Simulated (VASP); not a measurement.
# Sn (Im-3m) in VASP: a series of runs, part 2 of 2

VASP 6.6.1. The steps go on from the part before.

**4. Relaxation of cell and atoms, PBE**

This run uses another cell than the first one, of 28.00 Å³/atom.

INCAR

```
SYSTEM = Sn
PREC     = Accurate       ! precision mode
ENCUT    = 600            ! plane-wave cutoff, eV
EDIFF    = 1E-7           ! SCF threshold, eV
ISMEAR   = -1             ! smearing method
SIGMA    = 0.08           ! smearing width, eV
LREAL    = .FALSE.        ! projectors in reciprocal space
LASPH    = .TRUE.         ! aspherical terms in the spheres
NELM     = 100            ! most SCF steps
ALGO     = Normal         ! electronic algorithm
ISIF     = 3              ! what is computed and relaxed
LWAVE    = .FALSE.        ! write WAVECAR
LCHARG   = .FALSE.        ! write CHGCAR
GGA      = PE             ! functional
IBRION   = 2              ! ionic algorithm
NSW      = 60             ! ionic steps
EDIFFG   = -0.005         ! ionic threshold
```

KPOINTS

```
Automatic mesh
0
G
  18 18 18
  0 0 0
```

POSCAR

```
Sn
1.0
   -1.9129311828      1.9129311828      1.9129311828
    1.9129311828     -1.9129311828      1.9129311828
    1.9129311828      1.9129311828     -1.9129311828
Sn
1
Direct
    0.0000000000      0.0000000000      0.0000000000
```

Potentials or basis: VASP PAW PBE potentials, release 64 (Sn_d).

The run is started by

```console
> cat potpaw_PBE.64/Sn_d/POTCAR > POTCAR
> mpirun -np 1 vasp_std > vasp.out
```

OUTCAR:

```text
SYSTEM = Sn
   PREC = Accurate
   ENCUT = 600
   EDIFF = 1E-7
   ISMEAR = -1
   LREAL = .FALSE.
   LASPH = .TRUE.
   NELM = 100
   ISIF = 3
   GGA = PE
   IBRION = 2
   NSW = 60
   EDIFFG = -0.005

 ion  position               nearest neighbor table
   1  0.000  0.000  0.000-

  LATTYP: Found a body centered cubic cell.
 ALAT       =     3.8258623656

  Lattice vectors:

 A1 = (  -1.9129311828,   1.9129311828,   1.9129311828)
 A2 = (   1.9129311828,  -1.9129311828,   1.9129311828)
 A3 = (   1.9129311828,   1.9129311828,  -1.9129311828)

Analysis of symmetry for initial positions (statically):
=====================================================================
 Subroutine PRICEL returns:
 Original cell was already a primitive cell.

 Routine SETGRP: Setting up the symmetry group for a
 body centered cubic supercell.

 Subroutine GETGRP returns: Found 48 space group operations
 (whereof 48 operations were pure point group operations)
 out of a pool of 48 trial point group operations.

The static configuration has the point symmetry O_h .

Analysis of symmetry for dynamics (positions and initial velocities):
=====================================================================
 Subroutine PRICEL returns:
 Original cell was already a primitive cell.

 Routine SETGRP: Setting up the symmetry group for a
 body centered cubic supercell.

 Subroutine GETGRP returns: Found 48 space group operations
 (whereof 48 operations were pure point group operations)
 out of a pool of 48 trial point group operations.

The dynamic configuration has the point symmetry O_h .

 Subroutine INISYM returns: Found 48 space group operations
 (whereof 48 operations are pure point group operations),
 and found     1 'primitive' translations

----------------------------------------------------------------------------------------

                                     Primitive cell

  volume of cell :      28.0000

  direct lattice vectors                    reciprocal lattice vectors
[... 125 lines left out ...]
 number of electron      13.9999999 magnetization

 Free energy of the ion-electron system (eV)
  ---------------------------------------------------
  ext. energy  EPLUGINS =         0.00000000
  ---------------------------------------------------
  free energy    TOTEN  =        -3.78013047 eV

  energy without entropy =       -3.76719072  energy(sigma->0) =       -3.77366060

------------------------ aborting loop because EDIFF is reached ----------------------------------------

  FORCE on cell =-STRESS in cart. coord.  units (eV):
  Direction    XX          YY          ZZ          XY          YZ          ZX
  --------------------------------------------------------------------------------------
  -------------------------------------------------------------------------------------
  Total       -0.0869467     -0.0869467     -0.0869467      0.0000000      0.0000000      0.0000000
  in kB       -4.9751431     -4.9751431     -4.9751431      0.0000000      0.0000000      0.0000000
  external PRESSURE =      -4.9751431 kB  Pullay stress =       0.0000000 kB
[... 57 lines left out ...]
--------------------------------------- Ionic step        3  -------------------------------------------

 number of electron      13.9999997 magnetization

 Free energy of the ion-electron system (eV)
  ---------------------------------------------------
  ext. energy  EPLUGINS =         0.00000000
  ---------------------------------------------------
  free energy    TOTEN  =        -3.78058769 eV

  energy without entropy =       -3.76755455  energy(sigma->0) =       -3.77407112

 E-fermi :   7.8575     XC(G=0): -10.2777

 val. band max:        7.8401003231   @ k =  -0.3889   0.5000   0.1667
 cond. band min:       7.9300305826   @ k =  -0.3889   0.3889   0.3889
 fundamental gap:      0.0899302595
 Fermi energy:         7.8574768417

 k-point     1 :       0.0000    0.0000    0.0000
  band No.  band energies     occupation
      1     -13.6917      2.00000
      2     -13.6917      2.00000
      3     -13.6917      2.00000
      4     -13.5613      2.00000
      5     -13.5613      2.00000
      6      -3.0876      2.00000
      7      15.6530      0.00000
      8      15.6530      0.00000
      9      15.6530      0.00000
     10      19.9360      0.00000
     11      19.9360      0.00000
[... 309 lines left out ...]
 k-point    24 :       0.3889    0.1111    0.0000
  band No.  band energies     occupation
      1     -13.7224      2.00000
      2     -13.6650      2.00000
      3     -13.5725      2.00000
      4     -13.5699      2.00000
      5     -13.4980      2.00000
      6       1.1387      2.00000
      7       4.3672      2.00000
      8      10.0838      0.00000
      9      12.5092      0.00000
     10      16.4105      0.00000
     11      18.2530      0.00000

 [... further k-points ...]

------------------------ aborting loop because EDIFF is reached ----------------------------------------

  FORCE on cell =-STRESS in cart. coord.  units (eV):
  Direction    XX          YY          ZZ          XY          YZ          ZX
  --------------------------------------------------------------------------------------
  -------------------------------------------------------------------------------------
  Total       -0.0002059     -0.0002059     -0.0002059      0.0000000      0.0000000      0.0000000
  in kB       -0.0119089     -0.0119089     -0.0119089      0.0000000      0.0000000      0.0000000
  external PRESSURE =      -0.0119089 kB  Pullay stress =       0.0000000 kB
[... 16 lines left out ...]
  FREE ENERGIE OF THE ION-ELECTRON SYSTEM (eV)
  ---------------------------------------------------
  free  energy   TOTEN  =        -3.7805876874 eV

  energy  without entropy=       -3.7675545530  energy(sigma->0) =       -3.77407112

 reached required accuracy - stopping structural energy minimisation
```

Wall time 3 min (1 thread of Intel Xeon Platinum 8259CL at 2.50GHz (Skylake/Cascade Lake), shared host); peak memory 0.22 GiB.

What came out:

- Free energy: -3.7806 eV
- Relaxed volume: 27.71 Å³/atom
- Relaxed cell: a = 3.302 Å, b = 3.302 Å, c = 3.302 Å, α = 109.47°, β = 109.47°, γ = 109.47°
- Space group after relaxing (to 0.1 Å): Im-3m (No. 229)
- Energy gained by relaxing: 0.5 meV/atom
- Ionic steps: 3
- Pressure after relaxing: 0.0 GPa
- Band gap on the k mesh: zero (bands 7 and 8 overlap by 10.19 eV)

The path:
| step | energy change (eV) | largest force (eV/Å) | pressure (GPa) | volume (Å³) |
| --- | --- | --- | --- | --- |
| 1 | 0.0000 | 0.0000 | -0.50 | 28.00 |
| 2 | -0.0004 | 0.0000 | 0.10 | 27.65 |
| 3 | -0.0005 | 0.0000 | 0.00 | 27.71 |

Final structure:
```
Sn
1.0
    -1.90623    1.90623    1.90623
     1.90623   -1.90623    1.90623
     1.90623    1.90623   -1.90623
Sn
1
Direct
  0.00000 0.00000 0.00000
```

Caveat: spin-orbit coupling is left out, which moves the levels of the heavy elements.

**5. The runs side by side**

| cell | gap on the mesh (eV) | pressure (GPa) |
| --- | --- | --- |
| relaxed to 180 GPa from a = 2.610 Å, angles 109.5°, 1 atom | none | 179.9 |
| relaxed to 180 GPa from a = 2.614 Å, angles 109.5°, 1 atom | none | 180.0 |
| relaxed from a = 3.313 Å, angles 109.5°, 1 atom | none | 0.0 |

Alike in all rows: task relaxation of cell and atoms; level PBE; potentials or basis VASP PAW PBE potentials, release 64 (Sn_d); no spin polarisation; k mesh 18 × 18 × 18; cutoff (eV) 600; smearing fermi-dirac 0.08 eV.

Caveats: spin-orbit coupling is left out, which moves the levels of the heavy elements; the cell is relaxed towards a set pressure, so the run minimises the enthalpy, not the energy (at least some runs).

Total energies depend on the potentials used, so only differences within one code and one set of settings carry meaning.

The gap in the log of VASP goes by the Fermi energy; the results here count the filled bands.